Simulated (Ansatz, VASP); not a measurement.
**One calculation of Ga2SeS3, two programs**

```xyz
12
Lattice="3.5687 0.0000 0.0000 0.0000 6.1812 0.0000 0.0000 0.0000 14.7703" Properties=species:S:1:pos:R:3 pbc="T T T"
Ga    3.5687    2.0604    1.7274
Ga    1.7844    5.1510    1.7274
Ga    3.5687    2.0604    4.1964
Ga    1.7844    5.1510    4.1964
Se    3.5687    0.0000    9.3566
Se    1.7844    3.0906    9.3566
S     3.5687    0.0000   11.4000
S     1.7844    3.0906   11.4000
S     1.7844    1.0302    0.6197
S     3.5687    4.1208    0.6197
S     1.7844    1.0302    5.3126
S     3.5687    4.1208    5.3126
```

Alike in both runs: task single point; functional PBE; k mesh 6 × 4 × 2; occupations gaussian, width 0.2 eV; no spin polarisation.

|  | VASP | Ansatz |
| --- | --- | --- |
| version | VASP 6.6.1 | Ansatz 0.2.0 |
| potentials or method | VASP PAW PBE potentials, release 64 (Ga_d, Se, S), cutoff 520 eV | scalar-relativistic, plane waves, PAW |
| valence electrons in the cell | 100 | 120 |

```tsv
	VASP	Ansatz	Ansatz less VASP
gap on the k mesh at the Fermi level (eV)	none	none	-
pressure (GPa)	-0.1	0.0	+0.05
traceless stress, the component that is largest in VASP (GPa)	0.09	0.08	-0.008
rms of the force components (eV/Å)	0.011	0.001	-0.0099
```

Atom by atom the forces differ by 0.011 eV/Å (rms over components). A gap of «none» marks a metal or a gap that the smearing closes. With one functional, cell and mesh, what is left measures potentials, basis and numerics. VASP's potentials hold 100 valence electrons a cell and Ansatz's 120, so a difference there can come from the potentials and not from the codes.
